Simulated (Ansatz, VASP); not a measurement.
## Hf in VASP and in Ansatz

```
Hf
1.0
    -1.83207    1.80500    1.80500
     1.83207   -1.80500    1.80500
     1.83207    1.80500   -1.80500
Hf
1
Direct
  0.00000 0.00000 0.00000
```

Change from the starting cell: strain +0.0150 x Voigt [1, 0, 0, 0, 0, 0], atoms carried along.

Alike in both runs: task single point; functional r2SCAN; k mesh 18 × 18 × 18; occupations gaussian, width 0.15 eV; no spin polarisation.

```csv
,VASP,Ansatz
version,VASP 6.6.1,Ansatz 0.2.0
potentials or method,"VASP PAW PBE potentials, release 64 (Hf_pv), cutoff 520 eV","scalar-relativistic, plane waves, PAW"
valence electrons in the cell,10,26
```

```csv
,VASP,Ansatz,Ansatz less VASP
gap on the k mesh at the Fermi level (eV),none,none,-
pressure (GPa),-7.1,-6.6,+0.46
"traceless stress, the component that is largest in VASP (GPa)",0.66,0.62,-0.040
```

VASP's potentials were made for PBE, not for r2SCAN. A gap of «none» marks a metal or a gap that the smearing closes. The functional is the same, so the differences come from potentials, cutoffs and numerics. VASP's potentials hold 10 valence electrons a cell and Ansatz's 26, so a difference there can come from the potentials and not from the codes.

Neither program's run includes spin-orbit coupling.
